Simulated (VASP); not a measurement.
# MgW (Cmmm) in VASP: single point with PBE

Aim: the single point of MgW with PBE.

Everything below comes from runs of VASP 6.6.1. Logs are shortened: lines on timing, memory, paths and dates and some standing lists are left out, and cuts for length are marked.

## 1. The cell of the first run

Symmetry: Cmmm, No. 65, orthorhombic system. Conventional cell: a = 3.419 Å, b = 4.358 Å, c = 4.868 Å, α = 90.00°, β = 90.00°, γ = 90.00°. Within 3.7 Å of Mg (site symmetry mmm) lie 6 Mg at 2.77 to 3.42 Å and 8 W at 2.97 to 3.27 Å. Within 3.7 Å of W (site symmetry mmm) lie 6 W at 2.77 to 3.42 Å and 8 Mg at 2.97 to 3.27 Å.

## 2. Single point, PBE (18.13 Å³/atom)

The input, INCAR:

```
SYSTEM = MgW
ALGO = Fast
EDIFF = 1E-6
ENCUT = 520
GGA = PE
ISIF = 2
ISMEAR = 0
LASPH = .True.
LCHARG = .True.
LELF = .True.
LREAL = .False.
LVHAR = .True.
LWAVE = .False.
NBANDS = 24
NELM = 100
PREC = Accurate
SIGMA = 0.1
```

The input, KPOINTS:

```
k-points
0
Gamma
  10 14 10
  0 0 0
```

The input, POSCAR:

```
MgW
1.0
    4.8682539548      0.0000000000      0.0148289554
    0.0000000000      3.4186370045      0.0000000000
   -0.0132748915      0.0000000000      4.3580644161
Mg W
2 2
Direct
    0.5000000000      0.2500000000      0.7500000000
    0.5000000000      0.7500000000      0.2500000000
    0.0000000000      0.7500000000      0.7500000000
    0.0000000000      0.2500000000      0.2500000000
```

Potentials or basis: VASP PAW PBE potentials, release 64 (Mg, W_sv).

Started as:

```
$ cat potpaw_PBE.64/Mg/POTCAR potpaw_PBE.64/W_sv/POTCAR > POTCAR
$ mpirun -np 1 vasp_std > vasp.out
```

OUTCAR:

```text
SYSTEM = MgW
   EDIFF = 1E-6
   ENCUT = 520
   GGA = PE
   ISIF = 2
   ISMEAR = 0
   LASPH = .True.
   LREAL = .False.
   NELM = 100
   PREC = Accurate

 ion  position               nearest neighbor table
   1  0.500  0.250  0.750-   2 2.77   2 2.77   2 2.77   2 2.77   3 2.97   3 2.97   3 2.97   3 2.97
                             4 3.27   4 3.27   4 3.27   4 3.27
   2  0.500  0.750  0.250-   1 2.77   1 2.77   1 2.77   1 2.77   4 2.97   4 2.97   4 2.97   4 2.97
                             3 3.27   3 3.27   3 3.27   3 3.27
   3  0.000  0.750  0.750-   4 2.77   4 2.77   4 2.77   4 2.77   1 2.97   1 2.97   1 2.97   1 2.97
                             2 3.27   2 3.27   2 3.27   2 3.27
   4  0.000  0.250  0.250-   3 2.77   3 2.77   3 2.77   3 2.77   2 2.97   2 2.97   2 2.97   2 2.97
                             1 3.27   1 3.27   1 3.27   1 3.27

  LATTYP: Found a simple orthorhombic cell.
 ALAT       =     3.4186370045
 B/A-ratio  =     1.2748018079
 C/A-ratio  =     1.4240402047

  Lattice vectors:

 A1 = (   0.0000000000,   3.4186370045,   0.0000000000)
 A2 = (  -0.0132748915,   0.0000000000,   4.3580644161)
 A3 = (   4.8682539548,   0.0000000000,   0.0148289554)

Analysis of symmetry for initial positions (statically):
=====================================================================
 Subroutine PRICEL returns following result:

  LATTYP: Found a base centered orthorhombic cell.
 ALAT       =     3.4186370045
 B/A-ratio  =     1.2748018079
 C/A-ratio  =     1.4240402047

  Lattice vectors:

 A1 = (   0.0066374458,   1.7093185022,  -2.1790322081)
 A2 = (  -0.0066374458,   1.7093185022,   2.1790322081)
 A3 = (   4.8682539548,   0.0000000000,   0.0148289554)

   2 primitive cells build up your supercell.

 Routine SETGRP: Setting up the symmetry group for a
 simple orthorhombic supercell.

 Subroutine GETGRP returns: Found  8 space group operations
 (whereof  4 operations were pure point group operations)
 out of a pool of  8 trial point group operations.

The static configuration has the point symmetry C_2h.
 The point group associated with its full space group is D_2h.

Analysis of symmetry for dynamics (positions and initial velocities):
=====================================================================
 Subroutine PRICEL returns following result:

  LATTYP: Found a base centered orthorhombic cell.
 ALAT       =     3.4186370045
 B/A-ratio  =     1.2748018079
[... 116 lines left out ...]
   ENCUT  =  520.0 eV  38.22 Ry    6.18 a.u.   9.05  6.36  8.10*2*pi/ulx,y,z
   NELM   =    100;   NELMIN=  2; NELMDL= -5     # of ELM steps
   EDIFF  = 0.1E-05   stopping-criterion for ELM
   LREAL  =      F    real-space projection
   EDIFFG = 0.1E-04   stopping-criterion for IOM
   NSW    =      0    number of steps for IOM
   IBRION =     -1    ionic relax: 0-MD 1-quasi-New 2-CG
   NFREE  =      0    steps in history (QN), initial steepest desc. (CG)
   ISIF   =      2    stress and relaxation
   ISYM   =      2    0-nonsym 1-usesym 2-fastsym
   POTIM  = 0.5000    time-step for ionic-motion
   TEBEG  =    0.0;   TEEND  =   0.0 temperature during run
   PSTRESS=    0.0 pullay stress
   NELECT =      32.0000    total number of electrons
   NUPDOWN=      -1.0000    fix difference up-down
   EMIN   =  10.00;   EMAX   =-10.00  energy-range for DOS
   EFERMI =   0.00;   METHOD = LEGACY
   ISMEAR =     0;   SIGMA  =   0.10  broadening in eV -4-tet -1-fermi 0-gaus
   EFERMI_NEDOS =   21; number of points for ismear=-14 and -15
   IALGO  =     68    algorithm
   IMIX   =      4    mixing-type and parameters
     AMIX     =   0.40;   BMIX     =  1.00
     AMIX_MAG =   1.60;   BMIX_MAG =  1.00
  volume/ion in A,a.u.               =      18.13       122.37
  Fermi-wavevector in a.u.,A,eV,Ry     =   1.246284  2.355134 21.132877  1.553223
  Thomas-Fermi vector in A             =   2.380468
   LORBIT       =      0    0 simple, 1 ext, 2 COOP (PROOUT), +10 PAW based schemes
   GGA     = PE    functional components
   LHFCALC =     F    Hartree Fock is set to
   AEXX    =    0.0000 exact exchange contribution
   IVDW    =     0    specifies the selected vdW correction
   LEPSILON=     F    determine dielectric tensor
   LRPA    =     F    only Hartree local field effects (RPA)
 non-spin polarized calculation
 RMM-DIIS sequential band-by-band and
 Gauss-broadening in eV      SIGMA  =   0.10
  energy-cutoff  :      520.00
  volume of cell :       72.53
 maximum number of plane-waves:      1976
   NGX = 19   NGY = 13   NGZ = 17

 number of electron      32.0000006 magnetization

 Free energy of the ion-electron system (eV)
  ---------------------------------------------------
  ext. energy  EPLUGINS =         0.00000000
  ---------------------------------------------------
  free energy    TOTEN  =       -27.02491359 eV

  energy without entropy =      -27.01528245  energy(sigma->0) =      -27.02009802

 E-fermi :   6.2134     XC(G=0): -11.0870

 val. band max:        6.2133434789   @ k =   0.5000   0.2143   0.4000
 cond. band min:       6.2164144414   @ k =   0.5000   0.2857   0.4000
 fundamental gap:      0.0030709626
 Fermi energy:         6.2134494221

 k-point     1 :       0.0000    0.0000    0.0000
  band No.  band energies     occupation
      1     -67.6106      2.00000
      2     -67.5104      2.00000
      3     -32.1313      2.00000
      4     -31.8795      2.00000
      5     -31.8780      2.00000
      6     -31.7097      2.00000
[... 637 lines left out ...]
     23      11.6131      0.00000
     24      12.5249      0.00000

 [... further k-points ...]

------------------------ aborting loop because EDIFF is reached ----------------------------------------

  FORCE on cell =-STRESS in cart. coord.  units (eV):
  Direction    XX          YY          ZZ          XY          YZ          ZX
  --------------------------------------------------------------------------------------
  -------------------------------------------------------------------------------------
  Total       -3.3458958     -3.2571556     -3.2233567      0.0000000      0.0000000     -0.0003733
  in kB      -73.9093024    -71.9490718    -71.2024696      0.0000000      0.0000000     -0.0082452
  external PRESSURE =     -72.3536146 kB  Pullay stress =       0.0000000 kB

 VOLUME and BASIS-vectors are now :
 -----------------------------------------------------------------------------
  energy-cutoff  :      520.00
  volume of cell :       72.53
      direct lattice vectors                 reciprocal lattice vectors
     4.868253955  0.000000000  0.014828955     0.205410550  0.000000000  0.000625691
     0.000000000  3.418637004  0.000000000     0.000000000  0.292514238  0.000000000
    -0.013274892  0.000000000  4.358064416    -0.000698940  0.000000000  0.229457536

 POSITION                                       TOTAL-FORCE (eV/Angst)
 -----------------------------------------------------------------------------------
      2.42417      0.85466      3.27596        -0.000000      0.000000     -0.000000
      2.43081      2.56398      1.09693         0.000000      0.000000     -0.000000
     -0.00996      2.56398      3.26855         0.000000     -0.000000      0.000000
     -0.00332      0.85466      1.08952        -0.000000     -0.000000     -0.000000
 -----------------------------------------------------------------------------------
    total drift:                                0.000000      0.000000      0.000000

  FREE ENERGIE OF THE ION-ELECTRON SYSTEM (eV)
  ---------------------------------------------------
  free  energy   TOTEN  =       -27.0249135912 eV

  energy  without entropy=      -27.0152824505  energy(sigma->0) =      -27.02009802
```

It took 5.6 min on 1 thread of Intel Xeon Platinum 8259CL at 2.50GHz (Skylake/Cascade Lake), shared host; peak memory 0.52 GiB.

What came out:

* Free energy: -27.0249 eV
* Pressure: -7.2 GPa
* Band gap on the k mesh: zero (bands 16 and 17 overlap by 1.40 eV)

Stress tensor (GPa, compression positive):
```
-7.39  0.00  0.00
 0.00 -7.19  0.00
 0.00  0.00 -7.12
```

Levels at points of the mesh, in eV from the Fermi level:
```tsv
k point	band 13	band 14	band 15	band 16	band 17	band 18	band 19	band 20
(0.00, 0.00, 0.00)	-2.13	-0.77	-0.61	-0.36	0.51	2.15	2.92	3.19
(0.50, 0.00, 0.00)	-2.32	-1.67	-0.60	0.90	2.11	2.55	2.85	3.06
(0.00, 0.50, 0.00)	-1.28	-1.28	-1.00	-1.00	0.02	0.02	2.79	2.79
(0.50, 0.50, 0.00)	-0.85	-0.85	-0.47	-0.47	-0.18	-0.18	0.99	0.99
(0.00, 0.00, 0.50)	-1.72	-1.72	0.13	0.13	0.43	0.43	0.73	0.73
(0.50, 0.00, 0.50)	-0.61	-0.61	0.22	0.22	0.48	0.48	0.55	0.55
(0.00, 0.50, 0.50)	-2.09	-2.09	-1.41	-1.41	2.55	2.55	2.68	2.68
(0.50, 0.50, 0.50)	-0.97	-0.97	-0.34	-0.34	0.29	0.29	2.56	2.56
```

Caveat: the cell stands under tension; spin-orbit coupling is left out, which moves the levels of the heavy elements.
